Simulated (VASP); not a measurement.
# Ru (P6_3/mmc) in VASP: a series of runs, part 2 of 2

VASP 6.6.1. The steps go on from the part before.

## (3) Relaxation of volume and atoms at fixed shape, PBEsol

This run uses another cell than the first one, of 13.57 Å³/atom, 1.017 times its volume.

INCAR

```
SYSTEM = Ru
ALGO = Normal ; EDIFF = 1E-6
EDIFFG = -0.01 ; ENCUT = 600
GGA = PS ; IBRION = 2
ISIF = 8 ; ISMEAR = -1
LASPH = .True. ; LCHARG = .False.
LREAL = .False. ; LWAVE = .False.
NELM = 60 ; NSW = 60
PREC = Accurate ; SIGMA = 0.05
```

KPOINTS

```
k-points
0
Gamma
  11 11 6
  0 0 0
```

POSCAR

```
Ru
1.0
    2.7058000000      0.0000000000      0.0000000000
   -1.3529000000      2.3432920000      0.0000000000
    0.0000000000      0.0000000000      4.2819000000
Ru
2
Direct
    0.3333333333      0.6666666667      0.2500000000
    0.6666666667      0.3333333333      0.7500000000
```

Potentials or basis: VASP PAW PBE potentials, release 64 (Ru_pv).

Command:

```bash
$ cat potpaw_PBE.64/Ru_pv/POTCAR > POTCAR
$ mpirun -np 1 vasp_std > vasp.out
```

OUTCAR:

```text
SYSTEM = Ru
   EDIFF = 1E-6
   EDIFFG = -0.01
   ENCUT = 600
   GGA = PS
   IBRION = 2
   ISIF = 8
   ISMEAR = -1
   LASPH = .True.
   LREAL = .False.
   NELM = 60
   NSW = 60
   PREC = Accurate

 ion  position               nearest neighbor table
   1  0.333  0.667  0.250-   2 2.65   2 2.65   2 2.65   2 2.65   2 2.65   2 2.65
   2  0.667  0.333  0.750-   1 2.65   1 2.65   1 2.65   1 2.65   1 2.65   1 2.65

  LATTYP: Found a hexagonal cell.
 ALAT       =     2.7058000000
 C/A-ratio  =     1.5824894671

  Lattice vectors:

 A1 = (   2.7058000000,   0.0000000000,   0.0000000000)
 A2 = (  -1.3529000000,   2.3432920000,   0.0000000000)
 A3 = (   0.0000000000,   0.0000000000,   4.2819000000)

Analysis of symmetry for initial positions (statically):
=====================================================================
 Subroutine PRICEL returns:
 Original cell was already a primitive cell.

 Routine SETGRP: Setting up the symmetry group for a
 hexagonal supercell.

 Subroutine GETGRP returns: Found 24 space group operations
 (whereof 12 operations were pure point group operations)
 out of a pool of 24 trial point group operations.

The static configuration has the point symmetry D_3d.
 The point group associated with its full space group is D_6h.

Analysis of symmetry for dynamics (positions and initial velocities):
=====================================================================
 Subroutine PRICEL returns:
 Original cell was already a primitive cell.

 Routine SETGRP: Setting up the symmetry group for a
 hexagonal supercell.

 Subroutine GETGRP returns: Found 24 space group operations
 (whereof 12 operations were pure point group operations)
 out of a pool of 24 trial point group operations.

The dynamic configuration has the point symmetry D_3d.
 The point group associated with its full space group is D_6h.

 Subroutine INISYM returns: Found 24 space group operations
 (whereof 12 operations are pure point group operations),
 and found     1 'primitive' translations

----------------------------------------------------------------------------------------

                                     Primitive cell

  volume of cell :      27.1493

  direct lattice vectors                    reciprocal lattice vectors
     2.705800000  0.000000000  0.000000000     0.369576465  0.213375030  0.000000000
    -1.352900000  2.343292000  0.000000000     0.000000000  0.426750059  0.000000000
     0.000000000  0.000000000  4.281900000     0.000000000  0.000000000  0.233541185

  length of vectors
     2.705800000  2.705800400  4.281900000     0.426750122  0.426750059  0.233541185

  position of ions in fractional coordinates (direct lattice)
     0.333333333  0.666666667  0.250000000
     0.666666667  0.333333333  0.750000000

  ion indices of the primitive-cell ions
   primitive index   ion index
                 1           1
                 2           2

----------------------------------------------------------------------------------------

 KPOINTS: k-points

Automatic generation of k-mesh.
 Grid dimensions read from file:
 generate k-points for:   11   11    6

 Generating k-lattice:
[... 42 lines left out ...]
  0.181818  0.090909  0.166667     24.000000
 [... further k-points ...]
   k-points           NKPTS =     64   k-points in BZ     NKDIM =     64   number of bands    NBANDS=     18
   number of dos      NEDOS =    301   number of ions     NIONS =      2
   total plane-waves  NPLWV =  20736
   dimension x,y,z NGX =    24 NGY =   24 NGZ =   36
   dimension x,y,z NGXF=    48 NGYF=   48 NGZF=   72
   ions per type =               2
   NGX,Y,Z   is equivalent  to a cutoff of  14.75, 14.75, 13.98 a.u.
   NGXF,Y,Z  is equivalent  to a cutoff of  29.49, 29.49, 27.95 a.u.
 SYSTEM =  Ru
   PREC   = accura    normal or accurate (medium, high low for compatibility)
   ISTART =      0    job   : 0-new  1-cont  2-samecut
   ICHARG =      2    charge: 1-file 2-atom 10-const
   ISPIN  =      1    spin polarized calculation?
   LNONCOLLINEAR =      F non collinear calculations
   LSORBIT =      F    spin-orbit coupling
   LASPH  =      T    aspherical Exc in radial PAW
   ENCUT  =  600.0 eV  44.10 Ry    6.64 a.u.   5.40  5.40  8.55*2*pi/ulx,y,z
   NELM   =     60;   NELMIN=  2; NELMDL= -5     # of ELM steps
   EDIFF  = 0.1E-05   stopping-criterion for ELM
   LREAL  =      F    real-space projection
   EDIFFG = -.1E-01   stopping-criterion for IOM
   NSW    =     60    number of steps for IOM
   IBRION =      2    ionic relax: 0-MD 1-quasi-New 2-CG
   NFREE  =      1    steps in history (QN), initial steepest desc. (CG)
   ISIF   =      8    stress and relaxation
   ISYM   =      2    0-nonsym 1-usesym 2-fastsym
   POTIM  = 0.5000    time-step for ionic-motion
   TEBEG  =    0.0;   TEEND  =   0.0 temperature during run
   PSTRESS=    0.0 pullay stress
   NELECT =      28.0000    total number of electrons
   NUPDOWN=      -1.0000    fix difference up-down
   EMIN   =  10.00;   EMAX   =-10.00  energy-range for DOS
   EFERMI =   0.00;   METHOD = LEGACY
   ISMEAR =    -1;   SIGMA  =   0.05  broadening in eV -4-tet -1-fermi 0-gaus
   EFERMI_NEDOS =   21; number of points for ismear=-14 and -15
   IALGO  =     38    algorithm
   IMIX   =      4    mixing-type and parameters
     AMIX     =   0.40;   BMIX     =  1.00
     AMIX_MAG =   1.60;   BMIX_MAG =  1.00
  volume/ion in A,a.u.               =      13.57        91.61
  Fermi-wavevector in a.u.,A,eV,Ry     =   1.654022  3.125648 37.222669  2.735789
  Thomas-Fermi vector in A             =   2.742361
   LORBIT       =      0    0 simple, 1 ext, 2 COOP (PROOUT), +10 PAW based schemes
   GGA     = PS    functional components
   LHFCALC =     F    Hartree Fock is set to
   AEXX    =    0.0000 exact exchange contribution
   IVDW    =     0    specifies the selected vdW correction
   LEPSILON=     F    determine dielectric tensor
   LRPA    =     F    only Hartree local field effects (RPA)
 conjugate gradient relaxation of ions
 non-spin polarized calculation
  energy-cutoff  :      600.00
  volume of cell :       27.15
 maximum number of plane-waves:       935
 NGX is ok and might be reduce to    24
   NGX = 11   NGY = 11   NGZ = 17

--------------------------------------- Ionic step        1  -------------------------------------------

 number of electron      28.0000002 magnetization

 Free energy of the ion-electron system (eV)
  ---------------------------------------------------
  ext. energy  EPLUGINS =         0.00000000
  ---------------------------------------------------
  free energy    TOTEN  =       -20.32903431 eV

  energy without entropy =      -20.31220873  energy(sigma->0) =      -20.32062152

------------------------ aborting loop because EDIFF is reached ----------------------------------------

  FORCE on cell =-STRESS in cart. coord.  units (eV):
  Direction    XX          YY          ZZ          XY          YZ          ZX
  --------------------------------------------------------------------------------------
  -------------------------------------------------------------------------------------
  Total       -1.0349689     -1.0349693     -1.1250390      0.0000000     -0.0000000      0.0000000
  in kB      -61.0772177    -61.0772418    -66.3925763      0.0000000     -0.0000000      0.0000000
  external PRESSURE =     -62.8490119 kB  Pullay stress =       0.0000000 kB
[... 95 lines left out ...]
--------------------------------------- Ionic step        4  -------------------------------------------

 number of electron      27.9999996 magnetization

 Free energy of the ion-electron system (eV)
  ---------------------------------------------------
  ext. energy  EPLUGINS =         0.00000000
  ---------------------------------------------------
  free energy    TOTEN  =       -20.33927466 eV

  energy without entropy =      -20.32286378  energy(sigma->0) =      -20.33106922

 E-fermi :  12.9807     XC(G=0): -14.3998

 val. band max:       12.9791673748   @ k =   0.3636   0.0000   0.3333
 cond. band min:      12.9999627421   @ k =   0.2727   0.1818   0.1667
 fundamental gap:      0.0207953673
 Fermi energy:        12.9807110186

 k-point     1 :       0.0000    0.0000    0.0000
  band No.  band energies     occupation
      1     -30.6255      2.00000
      2     -29.6252      2.00000
      3     -29.6252      2.00000
      4     -29.4437      2.00000
      5     -29.4437      2.00000
      6     -29.4005      2.00000
[... 481 lines left out ...]
      5     -29.5424      2.00000
      6     -29.5071      2.00000
[... 10 lines left out ...]
     17      14.6190      0.00000
     18      18.7997      0.00000

 [... further k-points ...]

------------------------ aborting loop because EDIFF is reached ----------------------------------------

  FORCE on cell =-STRESS in cart. coord.  units (eV):
  Direction    XX          YY          ZZ          XY          YZ          ZX
  --------------------------------------------------------------------------------------
  -------------------------------------------------------------------------------------
  Total        0.0107540      0.0107540     -0.0056455      0.0000000     -0.0000000     -0.0000000
  in kB        0.6468114      0.6468117     -0.3395574      0.0000000     -0.0000000     -0.0000000
  external PRESSURE =       0.3180219 kB  Pullay stress =       0.0000000 kB
[... 17 lines left out ...]
  FREE ENERGIE OF THE ION-ELECTRON SYSTEM (eV)
  ---------------------------------------------------
  free  energy   TOTEN  =       -20.3392746624 eV

  energy  without entropy=      -20.3228637828  energy(sigma->0) =      -20.33106922

 reached required accuracy - stopping structural energy minimisation
```

OSZICAR:

```text
N       E                     dE             d eps       ncg     rms          rms(c)
DAV:   1     0.305869657189E+03    0.30587E+03   -0.19434E+04  2304   0.192E+03
DAV:   2    -0.144173986184E+02   -0.32029E+03   -0.31465E+03  2458   0.524E+02
[... 29 lines left out ...]
   3 F= -.20339269E+02 E0= -.20331058E+02  d E =-.102346E-01
       N       E                     dE             d eps       ncg     rms          rms(c)
DAV:   1    -0.203394038556E+02   -0.13412E-03   -0.27467E-03  2320   0.652E-01    0.998E-02
DAV:   2    -0.203392735265E+02    0.13033E-03   -0.38482E-04  2314   0.208E-01    0.149E-02
DAV:   3    -0.203392720196E+02    0.15070E-05   -0.17522E-05  2360   0.404E-02    0.970E-03
DAV:   4    -0.203392747253E+02   -0.27058E-05   -0.14729E-06  1692   0.115E-02    0.113E-03
DAV:   5    -0.203392746624E+02    0.62980E-07   -0.14572E-07  1160   0.410E-03
   4 F= -.20339275E+02 E0= -.20331069E+02  d E =-.102404E-01
```

Run time: 29 s. Hardware: 1 thread of Intel Xeon 6975P-C (Granite Rapids), shared host; peak memory 0.18 GiB.

What came out:

```yaml
Free_energy: -20.3393 eV
Relaxed_volume: 13.32 Å³/atom
Relaxed_cell: a = 2.689 Å, b = 2.689 Å, c = 4.255 Å, α = 90.00°, β = 90.00°, γ = 120.00°
Space_group_after_relaxing_to_0.05_Å: P6_3/mmc (No. 194)
Energy_gained_by_relaxing: 5.1 meV/atom
Ionic_steps: 4
Pressure_after_relaxing: 0.0 GPa
Band_gap_on_the_k_mesh: zero (band 14 reaches 14.60 eV, above the bottom of band 15 at 11.43 eV)
```

Stress tensor (GPa, compression positive):
```
 0.06  0.00  0.00
 0.00  0.06  0.00
 0.00  0.00 -0.03
```

Step by step:
```tsv
step	energy change (eV)	largest force (eV/Å)	pressure (GPa)	volume (Å³)
1	0.0000	0.0000	-6.28	27.15
2	0.0971	0.0000	23.84	25.11
3	-0.0102	0.0000	-0.21	26.65
4	-0.0102	0.0000	0.03	26.64
```

Final structure:
```
CELL_PARAMETERS angstrom
2.68871 0.00000 0.00000
-1.34435 2.32849 0.00000
0.00000 0.00000 4.25485
ATOMIC_POSITIONS crystal
Ru 0.33333 0.66667 0.25000
Ru 0.66667 0.33333 0.75000
```

Caveat: the PAW data sets were made with another functional, which shifts forces and pressure a little.
